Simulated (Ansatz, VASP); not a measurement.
## SnTe3 in VASP and in Ansatz

Contents of INCAR:

```
SYSTEM = SnTe3
PREC = Accurate ; ENCUT = 520
EDIFF = 1E-7 ; ISMEAR = 0
SIGMA = 0.1 ; LREAL = .False.
LASPH = .True. ; NELM = 100
ALGO = Normal ; ISIF = 2
LWAVE = .False. ; LCHARG = .False.
GGA = PE ; NBANDS = 24
```

File KPOINTS:

```
regular mesh
0
Gamma
  4 4 4
  0 0 0
```

File POSCAR:

```
SnTe3
1.0
    0.0000000000      4.1529587000      4.1529587000
    4.1529587000      0.0000000000      4.1529587000
    4.1529587000      4.1529587000      0.0000000000
Sn Te
1 3
Direct
    0.0000000000      0.0000000000      0.0000000000
    0.5000000000      0.5000000000      0.5000000000
    0.7500000000      0.7500000000      0.7500000000
    0.2500000000      0.2500000000      0.2500000000
```

Input for Ansatz:

```yaml
crystal:
  lattice:
    - [0.0, 4.1529587, 4.1529587]
    - [4.1529587, 0.0, 4.1529587]
    - [4.1529587, 4.1529587, 0.0]
  atoms:
    - { symbol: Sn, position: [0.0, 0.0, 0.0] }
    - { symbol: Te, position: [0.5, 0.5, 0.5] }
    - { symbol: Te, position: [0.75, 0.75, 0.75] }
    - { symbol: Te, position: [0.25, 0.25, 0.25] }
basis:
  ecutwfc: 420
kpoints:
  mp_grid: { grid: [4, 4, 4] }
hamiltonian:
  xc: pbe
scf:
  occupations: { method: gaussian, width: 0.1 }
  lower_state_search: "off"
output:
  forces: true
  stress: true
  eigenvalues: true
```

Alike in both runs: task single point; functional PBE; k mesh 4 × 4 × 4; occupations gaussian, width 0.1 eV; no spin polarisation.

|  | VASP | Ansatz |
| --- | --- | --- |
| version | VASP 6.6.1 | Ansatz 0.2.0 |
| potentials or method | VASP PAW PBE potentials, release 64 (Sn_d, Te), cutoff 520 eV | scalar-relativistic, plane waves, PAW |
| valence electrons in the cell | 32 | 62 |

|  | VASP | Ansatz | Ansatz less VASP |
| --- | --- | --- | --- |
| gap on the k mesh at the Fermi level (eV) | none | none | - |
| pressure (GPa) | -6.3 | -6.3 | +0.04 |

A gap of «none» marks a metal or a gap that the smearing closes. VASP's potentials hold 32 valence electrons a cell and Ansatz's 62, so a difference there can come from the potentials and not from the codes.

Spin-orbit coupling is off throughout.
